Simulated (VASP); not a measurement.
Crystal: GaAs.

```xyz
2
Lattice="0.0000 2.8268 2.8268 2.8268 0.0000 2.8268 2.8268 2.8268 0.0000" Properties=species:S:1:pos:R:3 pbc="T T T"
As    4.2403    4.2403    4.2403
Ga    0.0000    0.0000    0.0000
```

Program: VASP 6.6.1. Alike in all runs: potentials or basis VASP PAW PBE potentials, release 64 (As, Ga_d); no spin polarisation; cell as given; cutoff (eV) 520.

**Question.** Order these runs on this cell by their band gap on the k mesh, lowest first.
A. level r2SCANh; k mesh 4 × 4 × 4; smearing fermi-dirac 0.05 eV; dipole correction no; grid for exact exchange (PRECFOCK) Normal; share of exact exchange 0.1
B. level r2SCAN0; k mesh 4 × 4 × 4; smearing fermi-dirac 0.05 eV; dipole correction no; grid for exact exchange (PRECFOCK) Normal; share of exact exchange 0.25
C. level PBE; k mesh 6 × 6 × 6; smearing fermi-dirac 0.02 eV; dipole correction no
D. level HSE03; k mesh 6 × 6 × 6; smearing gaussian 0.02 eV; grid for exact exchange (PRECFOCK) Fast; share of exact exchange 0.25; screening parameter 0.3 1/Å
E. level PBE-based global hybrid with 35 % exact exchange; k mesh 5 × 5 × 5; smearing fermi-dirac 0.05 eV; dipole correction no; grid for exact exchange (PRECFOCK) Normal; share of exact exchange 0.35

**Answer.** C (0.52 eV), D (1.26 eV), A (1.56 eV), B (2.43 eV), E (2.78 eV).

Caveats: some runs use coarse meshes; an odd mesh through Γ misses points on the zone boundary, where band edges can lie (at least some runs).

A k mesh can miss the band edges, odd and even meshes differently.
